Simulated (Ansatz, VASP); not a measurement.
Two plane-wave programs on BaTiO3

```xyz
5
Lattice="3.9303 0.0000 0.0000 0.0000 2.7987 2.8073 0.0000 -2.7987 2.8073" Properties=species:S:1:pos:R:3 pbc="T T T"
Ba    0.0000    0.0000    0.0000
Ti    1.9651    0.0000    2.8517
O     0.0000    0.0000    2.7630
O     1.9651   -1.3747    4.2004
O     1.9651    1.3747    4.2004
```

Change from the starting cell: volume scaled by 0.96, PAW files.

Alike in both runs: task electric field gradients; functional PBE; k mesh 8 × 8 × 8; occupations fermi-dirac, width 0.05 eV; no spin polarisation.

```csv
,VASP,Ansatz
version,VASP 6.6.1,Ansatz 0.2.0
potentials or method,"VASP PAW PBE potentials, release 64 (Ba_sv, Ti_sv, O)","PAW with Ansatz's default frozen-core files, scalar-relativistic"
plane-wave cutoff (eV),520,420
valence electrons in the cell,40,40
```

Ansatz gave:

- gap on the k mesh at the Fermi level (eV): 1.94
- pressure (GPa): 9.6
- traceless stress, the component that is largest in VASP (GPa): 0.82
- rms of the force components (eV/Å): 0.062
- size of Vzz on the site where it differs most (V/Å²): 21.6

Problem. What did VASP give for the same quantities?

Solution. gap on the k mesh at the Fermi level (eV): 1.87; pressure (GPa): 11.6; traceless stress, the component that is largest in VASP (GPa): 0.84; rms of the force components (eV/Å): 0.063; size of Vzz on the site where it differs most (V/Å²): 20.6.

Atom by atom the forces differ by 0.010 eV/Å (rms over components).

Spin-orbit coupling is off throughout.
